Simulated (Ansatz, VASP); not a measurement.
**One calculation of RbSi6, two programs**

The input INCAR:

```
SYSTEM = RbSi6
ALGO = Normal ; EDIFF = 1E-6
ENCUT = 520 ; GGA = PE
ISIF = 2 ; ISMEAR = 0
LASPH = .TRUE. ; LCHARG = .FALSE.
LREAL = .FALSE. ; LWAVE = .FALSE.
NBANDS = 26 ; NELM = 100
PREC = Accurate ; SIGMA = 0.1
```

KPOINTS

```
k-points
0
G
  8 8 8
  0 0 0
```

The input POSCAR:

```
RbSi6
1.0
   -3.4685679443      3.4685679443      3.4685679443
    3.4685679443     -3.4685679443      3.4685679443
    3.4685679443      3.4685679443     -3.4685679443
Rb Si
1 6
Direct
    0.0000000000      0.0000000000      0.0000000000
    0.7500000000      0.2500000000      0.5000000000
    0.2500000000      0.7500000000      0.5000000000
    0.5000000000      0.2500000000      0.7500000000
    0.7500000000      0.5000000000      0.2500000000
    0.5000000000      0.7500000000      0.2500000000
    0.2500000000      0.5000000000      0.7500000000
```

Input for Ansatz:

```yaml
crystal:
  lattice:
    - [-3.4685679443, 3.4685679443, 3.4685679443]
    - [3.4685679443, -3.4685679443, 3.4685679443]
    - [3.4685679443, 3.4685679443, -3.4685679443]
  atoms:
    - { symbol: Rb, position: [0.0, 0.0, 0.0] }
    - { symbol: Si, position: [0.75, 0.25, 0.5] }
    - { symbol: Si, position: [0.25, 0.75, 0.5] }
    - { symbol: Si, position: [0.5, 0.25, 0.75] }
    - { symbol: Si, position: [0.75, 0.5, 0.25] }
    - { symbol: Si, position: [0.5, 0.75, 0.25] }
    - { symbol: Si, position: [0.25, 0.5, 0.75] }
basis:
  ecutwfc: 420
kpoints:
  mp_grid: { grid: [8, 8, 8] }
hamiltonian:
  xc: pbe
scf:
  occupations: { method: gaussian, width: 0.1 }
output:
  forces: true
  stress: true
  eigenvalues: true
```

Alike in both runs: task single point; functional PBE; k mesh 8 × 8 × 8; occupations gaussian, width 0.1 eV; no spin polarisation.

|  | VASP | Ansatz |
| --- | --- | --- |
| version | VASP 6.6.1 | Ansatz 0.2.0 |
| potentials or method | VASP PAW PBE potentials, release 64 (Rb_sv, Si), cutoff 520 eV | scalar-relativistic, plane waves, PAW |
| valence electrons in the cell | 33 | 33 |

|  | VASP | Ansatz | Ansatz less VASP |
| --- | --- | --- | --- |
| gap on the k mesh at the Fermi level (eV) | none | none | - |
| pressure (GPa) | -3.4 | -3.4 | +0.03 |

A gap of «none» marks a metal or a gap that the smearing closes.
